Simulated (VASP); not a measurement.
# Ga8Sb3P5 (R3m) in VASP: further runs

Runs on Ga8Sb3P5. Level: PBEsol. Tasks: relaxation of cell and atoms.

All numbers are computed with VASP 6.6.1; they aren't measurements. Logs are shortened: lines on timing, memory, paths and dates and some standing lists are left out, and cuts for length are marked.

**1. The cell of the first run**

It takes space group R3m (No. 160, trigonal). The conventional cell has a = 8.062 Å, b = 8.062 Å, c = 19.748 Å, α = 90.00°, β = 90.00°, γ = 120.00°. Within 3.3 Å of Ga (site symmetry 3m) lie 3 Sb at 2.47 Å and 1 P at 2.47 Å. Within 3.3 Å of Ga (site symmetry m) lie 2 Sb at 2.47 Å and 2 P at 2.47 Å. Within 3.3 Å of Ga (site symmetry m) lie 3 P at 2.47 Å and 1 Sb at 2.47 Å. Ga (site symmetry 3m) has 4 P at 2.47 Å within 3.3 Å. Within 3.3 Å of Sb (site symmetry m) lie 4 Ga at 2.47 Å. Within 3.3 Å of P (site symmetry 3m) lie 4 Ga at 2.47 Å. Within 3.3 Å of P (site symmetry 3m) lie 4 Ga at 2.47 Å. P (site symmetry m) has 4 Ga at 2.47 Å within 3.3 Å.

**2. Relaxation of cell and atoms, PBEsol**

Contents of INCAR:

```
PREC = Accurate
ENCUT = 600
EDIFF = 1E-6
ISMEAR = 0
SIGMA = 0.03
LREAL = False
LASPH = True
NELM = 80
ALGO = Normal
ISIF = 3
LWAVE = False
LCHARG = False
GGA = PS
IBRION = 2
NSW = 90
EDIFFG = -0.01
KPAR = 4
```

Contents of KPOINTS:

```
Automatic mesh
0
Gamma
  6 6 5
```

Contents of POSCAR:

```
Ga8Sb3P5
1.0
    0.0000000000      5.7008125000      5.7008125000
    5.7008125000      0.0000000000      5.7008125000
    5.7008125000      5.7008125000      0.0000000000
Ga Sb P
8 3 5
Direct
    0.0000000000      0.0000000000      0.0000000000
    0.0000000000      0.0000000000      0.5000000000
    0.0000000000      0.5000000000      0.0000000000
    0.0000000000      0.5000000000      0.5000000000
    0.5000000000      0.0000000000      0.0000000000
    0.5000000000      0.0000000000      0.5000000000
    0.5000000000      0.5000000000      0.0000000000
    0.5000000000      0.5000000000      0.5000000000
    0.1250000000      0.1250000000      0.1250000000
    0.1250000000      0.1250000000      0.6250000000
    0.1250000000      0.6250000000      0.1250000000
    0.1250000000      0.6250000000      0.6250000000
    0.6250000000      0.1250000000      0.1250000000
    0.6250000000      0.1250000000      0.6250000000
    0.6250000000      0.6250000000      0.1250000000
    0.6250000000      0.6250000000      0.6250000000
```

Potentials or basis: VASP PAW PBE potentials, release 64 (Ga_d, Sb, P).

Launch:

```
$ cat potpaw_PBE.64/Ga_d/POTCAR potpaw_PBE.64/Sb/POTCAR potpaw_PBE.64/P/POTCAR > POTCAR
$ mpirun -np 4 vasp_std > vasp.out
```

OUTCAR:

```text
PREC = Accurate
   ENCUT = 600
   EDIFF = 1E-6
   ISMEAR = 0
   LREAL = False
   LASPH = True
   NELM = 80
   ISIF = 3
   GGA = PS
   IBRION = 2
   NSW = 90
   EDIFFG = -0.01

 ion  position               nearest neighbor table
   1  0.000  0.000  0.000-   9 2.47  10 2.47  11 2.47  13 2.47
   2  0.000  0.000  0.500-  10 2.47   9 2.47  12 2.47  14 2.47
   3  0.000  0.500  0.000-  11 2.47   9 2.47  12 2.47  15 2.47
   4  0.000  0.500  0.500-  12 2.47  11 2.47  10 2.47  16 2.47
   5  0.500  0.000  0.000-  13 2.47   9 2.47  14 2.47  15 2.47
   6  0.500  0.000  0.500-  14 2.47  13 2.47  10 2.47  16 2.47
[... 8 lines left out ...]
  15  0.625  0.625  0.125-   7 2.47   5 2.47   3 2.47   8 2.47
  16  0.625  0.625  0.625-   8 2.47   6 2.47   7 2.47   4 2.47

  LATTYP: Found a face centered cubic cell.
 ALAT       =    11.4016250000

  Lattice vectors:

 A1 = (   0.0000000000,   5.7008125000,   5.7008125000)
 A2 = (   5.7008125000,   0.0000000000,   5.7008125000)
 A3 = (   5.7008125000,   5.7008125000,   0.0000000000)

Analysis of symmetry for initial positions (statically):
=====================================================================
 Subroutine PRICEL returns:
 Original cell was already a primitive cell.

 Routine SETGRP: Setting up the symmetry group for a
 face centered cubic supercell.

 Subroutine GETGRP returns: Found  6 space group operations
 (whereof  6 operations were pure point group operations)
 out of a pool of 48 trial point group operations.

The static configuration has the point symmetry C_3v.

Analysis of symmetry for dynamics (positions and initial velocities):
=====================================================================
 Subroutine PRICEL returns:
 Original cell was already a primitive cell.

 Routine SETGRP: Setting up the symmetry group for a
 face centered cubic supercell.

 Subroutine GETGRP returns: Found  6 space group operations
 (whereof  6 operations were pure point group operations)
 out of a pool of 48 trial point group operations.

The dynamic configuration has the point symmetry C_3v.

 Subroutine INISYM returns: Found  6 space group operations
 (whereof  6 operations are pure point group operations),
 and found     1 'primitive' translations

----------------------------------------------------------------------------------------

                                     Primitive cell

  volume of cell :     370.5444

  direct lattice vectors                    reciprocal lattice vectors
     0.000000000  5.700812500  5.700812500    -0.087706796  0.087706796  0.087706796
     5.700812500  0.000000000  5.700812500     0.087706796 -0.087706796  0.087706796
     5.700812500  5.700812500  0.000000000     0.087706796  0.087706796 -0.087706796

  length of vectors
     8.062166354  8.062166354  8.062166354     0.151912627  0.151912627  0.151912627

  position of ions in fractional coordinates (direct lattice)
     0.000000000  0.000000000  0.000000000
     0.000000000  0.000000000  0.500000000
     0.000000000  0.500000000  0.000000000
     0.000000000  0.500000000  0.500000000
     0.500000000  0.000000000  0.000000000
     0.500000000  0.000000000  0.500000000
[... 8 lines left out ...]
     0.625000000  0.625000000  0.125000000
     0.625000000  0.625000000  0.625000000

  ion indices of the primitive-cell ions
   primitive index   ion index
                 1           1
                 2           2
                 3           3
                 4           4
                 5           5
                 6           6
[... 8 lines left out ...]
                15          15
                16          16

----------------------------------------------------------------------------------------

 KPOINTS: Automatic mesh

Automatic generation of k-mesh.
 Grid dimensions read from file:
 generate k-points for:    6    6    5

[... 29 lines left out ...]
|                                                                             |
 -----------------------------------------------------------------------------

 WARNING: IBZKPT: internal override: KBLOWUP is changed to .FALSE.
      ... skipping the blow-up phase ...

 Subroutine IBZKPT returns following result:
 ===========================================

 Found     92 irreducible k-points:

 Following reciprocal coordinates:
            Coordinates               Weight
  0.000000  0.000000  0.000000      1.000000
  0.166667  0.000000  0.000000      2.000000
  0.333333  0.000000  0.000000      2.000000
  0.500000  0.000000  0.000000      1.000000
  0.000000  0.166667  0.000000      2.000000
  0.166667  0.166667  0.000000      2.000000
[... 16 lines left out ...]
  0.333333  0.000000  0.200000      2.000000
  0.500000  0.000000  0.200000      2.000000
 [... further k-points ...]
   k-points           NKPTS =     92   k-points in BZ     NKDIM =     92   number of bands    NBANDS=     86
   number of dos      NEDOS =    301   number of ions     NIONS =     16
   total plane-waves  NPLWV = 262144
   dimension x,y,z NGX =    64 NGY =   64 NGZ =   64
   dimension x,y,z NGXF=   128 NGYF=  128 NGZF=  128
   ions per type =               8   3   5
   NGX,Y,Z   is equivalent  to a cutoff of  13.20, 13.20, 13.20 a.u.
   NGXF,Y,Z  is equivalent  to a cutoff of  26.39, 26.39, 26.39 a.u.
 SYSTEM =  unknown system
   PREC   = accura    normal or accurate (medium, high low for compatibility)
   ISTART =      0    job   : 0-new  1-cont  2-samecut
   ICHARG =      2    charge: 1-file 2-atom 10-const
   ISPIN  =      1    spin polarized calculation?
   LNONCOLLINEAR =      F non collinear calculations
   LSORBIT =      F    spin-orbit coupling
   LASPH  =      T    aspherical Exc in radial PAW
   ENCUT  =  600.0 eV  44.10 Ry    6.64 a.u.  16.10 16.10 16.10*2*pi/ulx,y,z
   NELM   =     80;   NELMIN=  2; NELMDL= -5     # of ELM steps
   EDIFF  = 0.1E-05   stopping-criterion for ELM
   LREAL  =      F    real-space projection
   EDIFFG = -.1E-01   stopping-criterion for IOM
   NSW    =     90    number of steps for IOM
   IBRION =      2    ionic relax: 0-MD 1-quasi-New 2-CG
   NFREE  =      1    steps in history (QN), initial steepest desc. (CG)
   ISIF   =      3    stress and relaxation
   ISYM   =      2    0-nonsym 1-usesym 2-fastsym
   POTIM  = 0.5000    time-step for ionic-motion
   TEBEG  =    0.0;   TEEND  =   0.0 temperature during run
   PSTRESS=    0.0 pullay stress
   NELECT =     144.0000    total number of electrons
   NUPDOWN=      -1.0000    fix difference up-down
   EMIN   =  10.00;   EMAX   =-10.00  energy-range for DOS
   EFERMI =   0.00;   METHOD = LEGACY
   ISMEAR =     0;   SIGMA  =   0.03  broadening in eV -4-tet -1-fermi 0-gaus
   EFERMI_NEDOS =   21; number of points for ismear=-14 and -15
   IALGO  =     38    algorithm
   IMIX   =      4    mixing-type and parameters
     AMIX     =   0.40;   BMIX     =  1.00
     AMIX_MAG =   1.60;   BMIX_MAG =  1.00
  volume/ion in A,a.u.               =      23.16       156.28
  Fermi-wavevector in a.u.,A,eV,Ry     =   1.194673  2.257604 19.418815  1.427243
  Thomas-Fermi vector in A             =   2.330657
   LORBIT       =      0    0 simple, 1 ext, 2 COOP (PROOUT), +10 PAW based schemes
   GGA     = PS    functional components
   LHFCALC =     F    Hartree Fock is set to
   AEXX    =    0.0000 exact exchange contribution
   IVDW    =     0    specifies the selected vdW correction
   LEPSILON=     F    determine dielectric tensor
   LRPA    =     F    only Hartree local field effects (RPA)
 conjugate gradient relaxation of ions
 non-spin polarized calculation
 Gauss-broadening in eV      SIGMA  =   0.03
  energy-cutoff  :      600.00
  volume of cell :      370.54
 maximum number of plane-waves:     12398
   NGX = 33   NGY = 33   NGZ = 33

--------------------------------------- Ionic step        1  -------------------------------------------

 number of electron     144.0000047 magnetization

 Free energy of the ion-electron system (eV)
  ---------------------------------------------------
  ext. energy  EPLUGINS =         0.00000000
  ---------------------------------------------------
  free energy    TOTEN  =       -71.72131110 eV

  energy without entropy =      -71.72131110  energy(sigma->0) =      -71.72131110

------------------------ aborting loop because EDIFF is reached ----------------------------------------

  FORCE on cell =-STRESS in cart. coord.  units (eV):
  Direction    XX          YY          ZZ          XY          YZ          ZX
  --------------------------------------------------------------------------------------
  -------------------------------------------------------------------------------------
  Total        2.5630944      2.5630944      2.5630944      0.1905705     -0.1905705      0.1905705
  in kB       11.0824279     11.0824279     11.0824279      0.8239979     -0.8239979      0.8239979
  external PRESSURE =      11.0824279 kB  Pullay stress =       0.0000000 kB
[... 131 lines left out ...]
  FREE ENERGIE OF THE ION-ELECTRON SYSTEM (eV)
  ---------------------------------------------------
  free  energy   TOTEN  =       -72.6972746074 eV

  energy  without entropy=      -72.6970865344  energy(sigma->0) =      -72.69718057

[... ionic steps 4 to 24 ...]

--------------------------------------- Ionic step       25  -------------------------------------------

 number of electron     144.0000022 magnetization

------------------------ aborting loop because EDIFF is reached ----------------------------------------
[... 95 lines left out ...]
--------------------------------------- Ionic step       27  -------------------------------------------

 number of electron     144.0000021 magnetization

 Free energy of the ion-electron system (eV)
  ---------------------------------------------------
  ext. energy  EPLUGINS =         0.00000000
  ---------------------------------------------------
  free energy    TOTEN  =       -72.80769964 eV

  energy without entropy =      -72.80751157  energy(sigma->0) =      -72.80760561

 E-fermi :   5.2047     XC(G=0):  -9.7426

 val. band max:        5.2046997437   @ k =   0.0000   0.0000   0.0000
 cond. band min:       5.2047010308   @ k =   0.0000   0.0000   0.0000
 fundamental gap:      0.0000012871
 Fermi energy:         5.2047004621

 k-point     1 :       0.0000    0.0000    0.0000
  band No.  band energies     occupation
      1     -10.3615      2.00000
      2     -10.3615      2.00000
      3     -10.3547      2.00000
      4     -10.2908      2.00000
      5     -10.2908      2.00000
      6     -10.1925      2.00000
[... 2077 lines left out ...]
     83       8.7027      0.00000
     84       8.7452      0.00000

 [... further k-points ...]

 [bands above 84 left out]

------------------------ aborting loop because EDIFF is reached ----------------------------------------

  FORCE on cell =-STRESS in cart. coord.  units (eV):
  Direction    XX          YY          ZZ          XY          YZ          ZX
  --------------------------------------------------------------------------------------
  -------------------------------------------------------------------------------------
  Total        0.0683329      0.0683329      0.0683329     -0.0170358      0.0170358     -0.0170358
  in kB        0.2958980      0.2958980      0.2958980     -0.0737692      0.0737692     -0.0737692
  external PRESSURE =       0.2958980 kB  Pullay stress =       0.0000000 kB
[... 31 lines left out ...]
  FREE ENERGIE OF THE ION-ELECTRON SYSTEM (eV)
  ---------------------------------------------------
  free  energy   TOTEN  =       -72.8076996404 eV

  energy  without entropy=      -72.8075115738  energy(sigma->0) =      -72.80760561

 reached required accuracy - stopping structural energy minimisation
```

It took 2.3 h on 4 MPI ranks of Intel Xeon 6975P-C (Granite Rapids), shared host; peak memory 2.5 GiB.

Results:

- Free energy: -72.8077 eV
- Relaxed volume: 23.12 Å³/atom
- Relaxed cell: a = 8.066 Å, b = 8.050 Å, c = 8.050 Å, α = 60.00°, β = 60.07°, γ = 60.07°
- Space group after relaxing (to 0.1 Å): R3m (No. 160)
- Energy gained by relaxing: 67.9 meV/atom
- Ionic steps: 27
- Pressure after relaxing: 0.0 GPa
- Largest force after relaxing: 0.004 eV/Å
- Band gap on the k mesh: zero (filled and empty bands touch)

Forces on the atoms (eV/Å):
```
Ga   0.002 -0.002 -0.002
Ga  -0.002  0.002  0.000
Ga  -0.002  0.000  0.002
Ga   0.000  0.002  0.002
Ga   0.000  0.001  0.001
Ga  -0.001  0.000  0.001
Ga  -0.001  0.001  0.000
Ga   0.000  0.000  0.000
Sb   0.000  0.001  0.001
Sb  -0.001  0.000  0.001
Sb  -0.001  0.001  0.000
P    0.002 -0.002 -0.002
P    0.001 -0.001 -0.001
P    0.001 -0.001  0.000
P    0.001  0.000 -0.001
P    0.000 -0.001 -0.001
```

The path:
| step | energy change (eV) | largest force (eV/Å) | pressure (GPa) | volume (Å³) |
| --- | --- | --- | --- | --- |
| 1 | 0.0000 | 2.1953 | 1.11 | 370.54 |
| 2 | -0.9057 | 0.8162 | -1.31 | 379.20 |
| 3 | -0.9760 | 0.3764 | -1.97 | 382.48 |
| 4 | -1.0670 | 0.3057 | 0.68 | 366.65 |
| 5 | -1.0754 | 0.2406 | 0.09 | 370.08 |
| 6 | -1.0843 | 0.0727 | 0.03 | 369.96 |
| 7 | -1.0849 | 0.0454 | 0.05 | 369.92 |
| 8 | -1.0855 | 0.0307 | -0.07 | 370.35 |
| 9 | -1.0855 | 0.0197 | -0.02 | 370.24 |
| 10 | -1.0855 | 0.0210 | -0.05 | 370.26 |
| 11 | -1.0855 | 0.0201 | -0.03 | 370.25 |
| 12 | -1.0857 | 0.0172 | 0.02 | 370.09 |
| 13 | -1.0857 | 0.0190 | 0.00 | 370.06 |
| 14 | -1.0857 | 0.0232 | 0.03 | 369.98 |
| 15 | -1.0858 | 0.0178 | -0.05 | 370.14 |
| 16 | -1.0858 | 0.0186 | -0.02 | 370.14 |
| 17 | -1.0859 | 0.0203 | 0.02 | 370.03 |
| 18 | -1.0860 | 0.0224 | 0.02 | 369.97 |
| 19 | -1.0860 | 0.0272 | 0.05 | 369.86 |
| 20 | -1.0860 | 0.0259 | 0.03 | 369.88 |
| 21 | -1.0861 | 0.0220 | 0.00 | 369.95 |
| 22 | -1.0862 | 0.0234 | -0.01 | 370.09 |
| 23 | -1.0863 | 0.0141 | -0.01 | 370.08 |
| 24 | -1.0863 | 0.0207 | 0.01 | 370.05 |
| 25 | -1.0864 | 0.0136 | -0.02 | 370.10 |
| 26 | -1.0864 | 0.0122 | -0.03 | 370.12 |
| 27 | -1.0864 | 0.0038 | 0.03 | 370.00 |

Final structure:
```xyz
16
Lattice="-0.0114 5.7037 5.7037 5.6923 0.0000 5.6923 5.6923 5.6923 0.0000" Properties=species:S:1:pos:R:3 pbc="T T T"
Ga    0.0895    5.6028    5.6028
Ga    8.5260    8.5509   11.2288
Ga    8.5260   11.2288    8.5509
Ga    5.8481    8.5509    8.5509
Ga   11.2903    8.6160    8.6160
Ga    8.4609    5.7866    8.6160
Ga    8.4609    8.6160    5.7866
Ga    5.6717    5.7130    5.7130
Sb    1.4200    1.4290    1.4290
Sb    4.2634    4.2724    1.4290
Sb    4.2634    1.4290    4.2724
P     7.1128    4.2718    4.2718
P     1.4296    4.2627    4.2627
P     4.2511    7.1335    4.2750
P     4.2511    4.2750    7.1335
P     7.1096    7.1335    7.1335
```

Caveat: semilocal functionals underestimate gaps, so a narrow gap can read as zero; the PAW data sets were made with another functional, which shifts forces and pressure a little; spin-orbit coupling is left out, which moves the levels of the heavy elements.

(Part 1 of 2 ends here.)
